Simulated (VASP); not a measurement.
Here is a VASP 6.6.1 calculation.

INCAR

```
  PREC = Accurate
  ENCUT = 520
  EDIFF = 1E-6
  ISMEAR = 0
  SIGMA = 0.15
  LREAL = F
  LASPH = T
  NELM = 100
  ALGO = Normal
  ISIF = 2
  LWAVE = F
  LCHARG = F
  GGA = PE
  NBANDS = 8
```

Contents of KPOINTS:

```
regular mesh
0
Gamma
  20 20 20
```

File POSCAR:

```
Al
1.0
    0.0000000000      2.0644596000      2.0239800000
    2.0239800000      0.0000000000      2.0239800000
    2.0239800000      2.0644596000      0.0000000000
Al
1
Direct
    0.0000000000      0.0000000000      0.0000000000
```

Potentials or basis: VASP PAW PBE potentials, release 64 (Al).

The run is started by

```bash
$ cat potpaw_PBE.64/Al/POTCAR > POTCAR
$ mpirun -np 1 vasp_std > vasp.out
```

Problem. Predict the pressure.

Solution. -1.9 GPa.

Problem. Estimate the band gap on the k mesh.

Solution. Zero (an odd number of electrons rules out a gap without spin polarisation).

Stress tensor (GPa, compression positive):
```
-1.60  0.00  0.00
 0.00 -2.42  0.00
 0.00  0.00 -1.60
```

Caveat: the cell differs from its parent crystal (strain +0.0200 x Voigt [0, 1, 0, 0, 0, 0]).
